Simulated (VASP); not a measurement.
Sn4O7 (a cell with a defect), 11 atoms in the cell. The cell holds a defect, 11 atoms: a = 5.614 Å, b = 5.614 Å, c = 5.811 Å, α = 90.00°, β = 118.88°, γ = 90.00°.  This cell differs from its parent crystal: atoms taken out, atom 6 moved 0.000 of the way to it and -0.000 Å across, host rigid.

```yaml
Program: VASP 6.6.1
Task: single point
Functional: LDA
Potentials_or_basis: VASP PAW LDA potentials, release 64 (Sn_d, O)
Cutoff: 520 eV
k_mesh: 6 × 4 × 6
Occupations: gaussian, width 0.05 eV
Spin: no spin polarisation
Dipole_correction: no
Charge: 2
Further_INCAR_settings: ALGO = Normal; EDIFF = 1e-06; NBANDS = 60; NELECT = 96.0
```

Potentials or basis: VASP PAW LDA potentials, release 64 (Sn_d, O).

Run with:

```bash
$ cat potpaw_LDA.64/Sn_d/POTCAR potpaw_LDA.64/O/POTCAR > POTCAR
$ mpirun -np 1 vasp_std > vasp.out
```

Hardware: 1 thread of Intel Xeon 8259CL, on a shared host.

Question: Estimate the wall time of this run.

Answer: Run time: 13 min on 1 thread of Intel Xeon 8259CL, on a shared host, peak memory 0.44 GiB. Counts: scf iterations 16, k points 47.
